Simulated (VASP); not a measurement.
# NaCl: single point with PBE0

NaCl:

```
Na Cl
1.0
     0.00000    2.80279    2.80279
     2.80279    0.00000    2.80279
     2.80279    2.80279    0.00000
Na Cl
1 1
Cartesian
  0.0000 0.0000 0.0000
  2.8028 2.8028 2.8028
```

```json
{"Program": "VASP 6.6.1", "Task": "single point", "Functional": "PBE0", "Potentials or basis": "VASP PAW PBE potentials, release 64 (Na_pv, Cl)", "Cutoff": "520 eV", "k mesh": "6 × 6 × 6", "Occupations": "gaussian, width 0.01 eV", "Spin": "no spin polarisation"}
```

| Quantity | Value |
| --- | --- |
| Pressure | 0.6 GPa |
| Band gap on the k mesh | 7.28 eV |

Levels at points of the mesh, in eV from the valence-band top:
```tsv
k point	band 5	band 6	band 7	band 8	band 9	band 10
(0.00, 0.00, 0.00)	0.00	0.00	0.00	7.28	13.41	13.41
(0.50, 0.00, 0.00)	-2.13	-0.30	-0.30	9.40	13.17	13.32
(0.50, 0.50, 0.00)	-1.86	-0.67	-0.67	9.81	10.14	13.79
```

It took 18 min on 1 thread of AMD EPYC 7R13 Processor (Zen 3), with other jobs on the host, peak memory 0.15 GiB.

Caveat: the PAW data sets were made with another functional, which shifts forces and pressure a little.
